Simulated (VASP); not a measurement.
# Cd2S5 (Imm2) in VASP: further runs

Runs on Cd2S5. Level: PBE. Tasks: single point.

Program: VASP 6.6.1. These are calculated values, not measurements. Logs are shortened: lines on timing, memory, paths and dates and some standing lists are left out, and cuts for length are marked.

### Step 1. The cell of the first run

The structure is orthorhombic, space group Imm2 (No. 44). Conventional cell: a = 6.517 Å, b = 8.414 Å, c = 7.423 Å, α = 90.00°, β = 90.00°, γ = 90.00°. Cd (site symmetry m) has 5 S at 2.43 to 2.78 Å within 3.2 Å. S (site symmetry 1) has 1 S at 2.00 Å within 2.6 Å. Within 3.2 Å of S (site symmetry mm2) lie 2 Cd at 2.43 Å.

The cell was generated, and may not be a known phase.

### Step 2. Single point, PBE

INCAR

```
SYSTEM = Cd2S5
  PREC = Accurate
  ENCUT = 520
  EDIFF = 1E-6
  ISMEAR = 0
  SIGMA = 0.1
  LREAL = .FALSE.
  LASPH = .TRUE.
  NELM = 100
  ALGO = Normal
  ISIF = 2
  LWAVE = .FALSE.
  LCHARG = .FALSE.
  GGA = PE
  NBANDS = 36
```

KPOINTS

```
regular mesh
0
G
  4 4 4
  0 0 0
```

POSCAR

```
Cd2S5
1.0
   -3.2584194031      4.2071713919      3.7116988727
    3.2584194031     -4.2071713919      3.7116988727
    3.2584194031      4.2071713919     -3.7116988727
Cd S
2 5
Direct
    1.1582073189      0.8608389811      0.2973683378
    0.5634706433      0.8608389811      0.7026316622
    0.7826942035      0.9445775757      0.3993148420
    0.5452627338      0.9445775757      0.1618833723
    0.7826942035      0.3833793615      0.8381166277
    0.5452627338      0.3833793615      0.6006851580
    0.1281044273      0.6281044273      0.5000000000
```

Potentials or basis: VASP PAW PBE potentials, release 64 (Cd, S).

Started as:

```console
cat potpaw_PBE.64/Cd/POTCAR potpaw_PBE.64/S/POTCAR > POTCAR
mpirun -np 1 vasp_std > vasp.out
```

OUTCAR:

```text
SYSTEM = Cd2S5
   PREC = Accurate
   ENCUT = 520
   EDIFF = 1E-6
   ISMEAR = 0
   LREAL = .FALSE.
   LASPH = .TRUE.
   NELM = 100
   ISIF = 2
   GGA = PE

 ion  position               nearest neighbor table
   1  0.158  0.861  0.297-   7 2.43   4 2.76   6 2.76   3 2.78   5 2.78   2 3.41
   2  0.563  0.861  0.703-   7 2.43   3 2.76   5 2.76   6 2.78   4 2.78   1 3.41
   3  0.783  0.945  0.399-   4 2.00   2 2.76   1 2.78
   4  0.545  0.945  0.162-   3 2.00   1 2.76   2 2.78
   5  0.783  0.383  0.838-   6 2.00   2 2.76   1 2.78
   6  0.545  0.383  0.601-   5 2.00   1 2.76   2 2.78
   7  0.128  0.628  0.500-   2 2.43   1 2.43

  LATTYP: Found a body centered orthorhombic cell.
 ALAT       =     6.5168388062
 B/A-ratio  =     1.1391102291
 C/A-ratio  =     1.2911693896

  Lattice vectors:

 A1 = (  -3.2584194031,  -4.2071713919,   3.7116988727)
 A2 = (   3.2584194031,  -4.2071713919,  -3.7116988727)
 A3 = (   3.2584194031,   4.2071713919,   3.7116988727)

Analysis of symmetry for initial positions (statically):
=====================================================================
 Subroutine PRICEL returns:
 Original cell was already a primitive cell.

 Routine SETGRP: Setting up the symmetry group for a
 body centered orthorhombic supercell.

 Subroutine GETGRP returns: Found  4 space group operations
 (whereof  4 operations were pure point group operations)
 out of a pool of  8 trial point group operations.

The static configuration has the point symmetry C_2v.

Analysis of symmetry for dynamics (positions and initial velocities):
=====================================================================
 Subroutine PRICEL returns:
 Original cell was already a primitive cell.

 Routine SETGRP: Setting up the symmetry group for a
 body centered orthorhombic supercell.

 Subroutine GETGRP returns: Found  4 space group operations
 (whereof  4 operations were pure point group operations)
 out of a pool of  8 trial point group operations.

The dynamic configuration has the point symmetry C_2v.

 Subroutine INISYM returns: Found  4 space group operations
 (whereof  4 operations are pure point group operations),
 and found     1 'primitive' translations

----------------------------------------------------------------------------------------

                                     Primitive cell

  volume of cell :     203.5307

  direct lattice vectors                    reciprocal lattice vectors
    -3.258419403  4.207171392  3.711698873     0.000000000  0.118844695  0.134709204
     3.258419403 -4.207171392  3.711698873     0.153448632  0.000000000  0.134709204
     3.258419403  4.207171392 -3.711698873     0.153448632  0.118844695  0.000000000

  length of vectors
     6.488011764  6.488011764  6.488011764     0.179640282  0.204188766  0.194089011

  position of ions in fractional coordinates (direct lattice)
     0.158207319  0.860838981  0.297368338
     0.563470643  0.860838981  0.702631662
     0.782694204  0.944577576  0.399314842
     0.545262734  0.944577576  0.161883372
     0.782694204  0.383379361  0.838116628
     0.545262734  0.383379361  0.600685158
     0.128104427  0.628104427  0.500000000

  ion indices of the primitive-cell ions
   primitive index   ion index
                 1           1
                 2           2
                 3           3
                 4           4
                 5           5
                 6           6
                 7           7

----------------------------------------------------------------------------------------

 KPOINTS: regular mesh

Automatic generation of k-mesh.
 Grid dimensions read from file:
 generate k-points for:    4    4    4

 Generating k-lattice:

  Cartesian coordinates                     Fractional coordinates (reciprocal lattice)
     0.000000000  0.029711174  0.033677301     0.250000000  0.000000000  0.000000000
     0.038362158  0.000000000  0.033677301     0.000000000  0.250000000  0.000000000
     0.038362158  0.029711174  0.000000000     0.000000000  0.000000000  0.250000000

  Length of vectors
     0.044910071  0.051047192  0.048522253

  Shift w.r.t. Gamma in fractional coordinates (k-lattice)
     0.000000000  0.000000000  0.000000000

 Subroutine IBZKPT returns following result:
 ===========================================

 Found     18 irreducible k-points:

 Following reciprocal coordinates:
            Coordinates               Weight
  0.000000  0.000000  0.000000      1.000000
  0.250000  0.000000  0.000000      4.000000
  0.500000  0.000000  0.000000      2.000000
  0.000000  0.250000 -0.000000      4.000000
  0.250000  0.250000 -0.000000      8.000000
  0.500000  0.250000 -0.000000      8.000000
[... 10 lines left out ...]
 -0.250000 -0.250000  0.250000      2.000000
  0.500000  0.500000  0.500000      1.000000
   k-points           NKPTS =     18   k-points in BZ     NKDIM =     18   number of bands    NBANDS=     36
   number of dos      NEDOS =    301   number of ions     NIONS =      7
   total plane-waves  NPLWV = 110592
   dimension x,y,z NGX =    48 NGY =   48 NGZ =   48
   dimension x,y,z NGXF=    96 NGYF=   96 NGZF=   96
   ions per type =               2   5
   NGX,Y,Z   is equivalent  to a cutoff of  12.30, 12.30, 12.30 a.u.
   NGXF,Y,Z  is equivalent  to a cutoff of  24.60, 24.60, 24.60 a.u.
 SYSTEM =  Cd2S5
   PREC   = accura    normal or accurate (medium, high low for compatibility)
   ISTART =      0    job   : 0-new  1-cont  2-samecut
   ICHARG =      2    charge: 1-file 2-atom 10-const
   ISPIN  =      1    spin polarized calculation?
   LNONCOLLINEAR =      F non collinear calculations
   LSORBIT =      F    spin-orbit coupling
   LASPH  =      T    aspherical Exc in radial PAW
   ENCUT  =  520.0 eV  38.22 Ry    6.18 a.u.  12.06 12.06 12.06*2*pi/ulx,y,z
   NELM   =    100;   NELMIN=  2; NELMDL= -5     # of ELM steps
   EDIFF  = 0.1E-05   stopping-criterion for ELM
   LREAL  =      F    real-space projection
   EDIFFG = 0.1E-04   stopping-criterion for IOM
   NSW    =      0    number of steps for IOM
   IBRION =     -1    ionic relax: 0-MD 1-quasi-New 2-CG
   NFREE  =      0    steps in history (QN), initial steepest desc. (CG)
   ISIF   =      2    stress and relaxation
   ISYM   =      2    0-nonsym 1-usesym 2-fastsym
   POTIM  = 0.5000    time-step for ionic-motion
   TEBEG  =    0.0;   TEEND  =   0.0 temperature during run
   PSTRESS=    0.0 pullay stress
   NELECT =      54.0000    total number of electrons
   NUPDOWN=      -1.0000    fix difference up-down
   EMIN   =  10.00;   EMAX   =-10.00  energy-range for DOS
   EFERMI =   0.00;   METHOD = LEGACY
   ISMEAR =     0;   SIGMA  =   0.10  broadening in eV -4-tet -1-fermi 0-gaus
   EFERMI_NEDOS =   21; number of points for ismear=-14 and -15
   IALGO  =     38    algorithm
   IMIX   =      4    mixing-type and parameters
     AMIX     =   0.40;   BMIX     =  1.00
     AMIX_MAG =   1.60;   BMIX_MAG =  1.00
  volume/ion in A,a.u.               =      29.08       196.21
  Fermi-wavevector in a.u.,A,eV,Ry     =   1.051952  1.987902 15.056261  1.106604
  Thomas-Fermi vector in A             =   2.187016
   LORBIT       =      0    0 simple, 1 ext, 2 COOP (PROOUT), +10 PAW based schemes
   GGA     = PE    functional components
   LHFCALC =     F    Hartree Fock is set to
   AEXX    =    0.0000 exact exchange contribution
   IVDW    =     0    specifies the selected vdW correction
   LEPSILON=     F    determine dielectric tensor
   LRPA    =     F    only Hartree local field effects (RPA)
 non-spin polarized calculation
 Gauss-broadening in eV      SIGMA  =   0.10
  energy-cutoff  :      520.00
  volume of cell :      203.53
 maximum number of plane-waves:      5500
   NGX = 25   NGY = 25   NGZ = 25

 number of electron      54.0000005 magnetization

 Free energy of the ion-electron system (eV)
  ---------------------------------------------------
  ext. energy  EPLUGINS =         0.00000000
  ---------------------------------------------------
  free energy    TOTEN  =       -22.16285700 eV

  energy without entropy =      -22.15889261  energy(sigma->0) =      -22.16087481

 E-fermi :   1.1604     XC(G=0):  -8.0001

 val. band max:        1.0371296211   @ k =   0.2500   0.0000   0.0000
 cond. band min:       1.1892712395   @ k =   0.2500   0.2500   0.2500
 fundamental gap:      0.1521416184
 Fermi energy:         1.1603853438

 k-point     1 :       0.0000    0.0000    0.0000
  band No.  band energies     occupation
      1     -14.5608      2.00000
      2     -13.6877      2.00000
      3     -10.3296      2.00000
      4     -10.1040      2.00000
      5      -9.2007      2.00000
      6      -7.1532      2.00000
[... 28 lines left out ...]
     35       6.7550      0.00000
     36       7.0658      0.00000

 k-point     2 :       0.2500    0.0000    0.0000
  band No.  band energies     occupation
      1     -14.5413      2.00000
      2     -13.6859      2.00000
      3     -10.3872      2.00000
      4     -10.1220      2.00000
      5      -9.2589      2.00000
      6      -7.1275      2.00000
[... 28 lines left out ...]
     35       6.8266      0.00000
     36       7.2139      0.00000

 k-point     3 :       0.5000    0.0000    0.0000
  band No.  band energies     occupation
      1     -14.5213      2.00000
      2     -13.6841      2.00000
      3     -10.4520      2.00000
      4     -10.1312      2.00000
      5      -9.3127      2.00000
      6      -7.1307      2.00000
[... 28 lines left out ...]
     35       6.9877      0.00000
     36       7.2569      0.00000

 k-point     4 :       0.0000    0.2500   -0.0000
  band No.  band energies     occupation
      1     -14.4960      2.00000
      2     -13.7509      2.00000
      3     -10.3298      2.00000
      4     -10.1218      2.00000
      5      -9.3368      2.00000
      6      -7.1398      2.00000
[... 28 lines left out ...]
     35       6.7320      0.00000
     36       7.6955      0.00000

 k-point     5 :       0.2500    0.2500   -0.0000
  band No.  band energies     occupation
      1     -14.4743      2.00000
      2     -13.7510      2.00000
      3     -10.3765      2.00000
      4     -10.1595      2.00000
      5      -9.3763      2.00000
      6      -7.1332      2.00000
[... 421 lines left out ...]
 k-point    16 :       0.5000   -0.2500    0.2500
  band No.  band energies     occupation
      1     -14.5034      2.00000
      2     -13.6823      2.00000
      3     -10.4327      2.00000
      4     -10.2177      2.00000
      5      -9.3574      2.00000
      6      -7.1341      2.00000
[... 28 lines left out ...]
     35       6.7201      0.00000
     36       7.2123      0.00000

 k-point    17 :      -0.2500   -0.2500    0.2500
  band No.  band energies     occupation
      1     -14.5222      2.00000
      2     -13.6842      2.00000
      3     -10.3322      2.00000
      4     -10.2537      2.00000
      5      -9.3094      2.00000
      6      -7.1194      2.00000
[... 28 lines left out ...]
     35       6.1924      0.00000
     36       6.9712      0.00000

 k-point    18 :       0.5000    0.5000    0.5000
  band No.  band energies     occupation
      1     -14.4852      2.00000
      2     -13.6806      2.00000
      3     -10.3931      2.00000
      4     -10.3230      2.00000
      5      -9.3998      2.00000
      6      -7.1711      2.00000
[... 28 lines left out ...]
     35       6.7211      0.00000
     36       6.8935      0.00000

------------------------ aborting loop because EDIFF is reached ----------------------------------------

  FORCE on cell =-STRESS in cart. coord.  units (eV):
  Direction    XX          YY          ZZ          XY          YZ          ZX
  --------------------------------------------------------------------------------------
  -------------------------------------------------------------------------------------
  Total        0.0481153     -0.3874544      0.3746891      0.0000000      0.0000000      0.0000000
  in kB        0.3787601     -3.0500099      2.9495223      0.0000000      0.0000000      0.0000000
  external PRESSURE =       0.0927575 kB  Pullay stress =       0.0000000 kB

 VOLUME and BASIS-vectors are now :
 -----------------------------------------------------------------------------
  energy-cutoff  :      520.00
  volume of cell :      203.53
      direct lattice vectors                 reciprocal lattice vectors
    -3.258419403  4.207171392  3.711698873     0.000000000  0.118844695  0.134709204
     3.258419403 -4.207171392  3.711698873     0.153448632  0.000000000  0.134709204
     3.258419403  4.207171392 -3.711698873     0.153448632  0.118844695  0.000000000

 POSITION                                       TOTAL-FORCE (eV/Angst)
 -----------------------------------------------------------------------------------
      3.25842     -1.70501      2.67865        -0.000000     -0.026682      0.016835
      3.25842      1.70501      2.67865         0.000000      0.026682      0.016835
      1.82862      0.99891      4.92898         0.011383     -0.182255      0.010502
      1.82862     -0.99891      4.92898         0.011383      0.182255      0.010502
      1.42980      5.20609      1.21728        -0.011383     -0.182255      0.010502
      1.42980      3.20826      1.21728        -0.011383      0.182255      0.010502
      3.25842      0.00000      0.95097        -0.000000      0.000000     -0.075676
 -----------------------------------------------------------------------------------
    total drift:                               -0.000001      0.000001     -0.000692

  FREE ENERGIE OF THE ION-ELECTRON SYSTEM (eV)
  ---------------------------------------------------
  free  energy   TOTEN  =       -22.1628570043 eV

  energy  without entropy=      -22.1588926148  energy(sigma->0) =      -22.16087481
```

It took 84 s on 1 thread of Intel Xeon 6975P-C (Granite Rapids), shared host; peak memory 0.38 GiB.

Results:

* Free energy: -22.1629 eV
* Pressure: 0.0 GPa
* Largest force: 0.183 eV/Å
* Band gap on the k mesh: zero (bands 27 and 28 overlap by 0.20 eV)

Forces in eV/Å, atoms in the order of the input:
```
Cd   0.000 -0.027  0.017
Cd   0.000  0.027  0.017
S    0.011 -0.182  0.011
S    0.011  0.182  0.011
S   -0.011 -0.182  0.011
S   -0.011  0.182  0.011
S    0.000  0.000 -0.076
```

Levels at points of the mesh, in eV from the Fermi level:
```csv
k point,band 23,band 24,band 25,band 26,band 27,band 28,band 29,band 30,band 31,band 32
"(0.00, 0.00, 0.00)",-1.59,-1.54,-1.23,-0.54,0.23,1.11,1.44,2.96,3.01,4.70
"(0.50, 0.00, 0.00)",-1.69,-1.51,-0.95,-0.66,-0.43,1.28,1.35,2.50,2.98,3.64
"(0.00, 0.50, 0.00)",-1.97,-1.77,-1.04,-0.87,-0.50,0.39,2.14,2.47,3.46,4.21
"(0.50, 0.50, 0.00)",-1.69,-1.31,-1.15,-0.91,-0.82,0.05,2.15,2.22,3.59,3.64
"(0.50, 0.50, 0.50)",-1.43,-1.21,-1.17,-0.82,-0.57,1.23,1.54,1.95,3.26,3.44
```

Caveat: semilocal functionals underestimate gaps, and a narrow one can read as zero.

(Part 1 of 2 ends here.)

The gap in the log of VASP goes by the Fermi energy; the results here count the filled bands.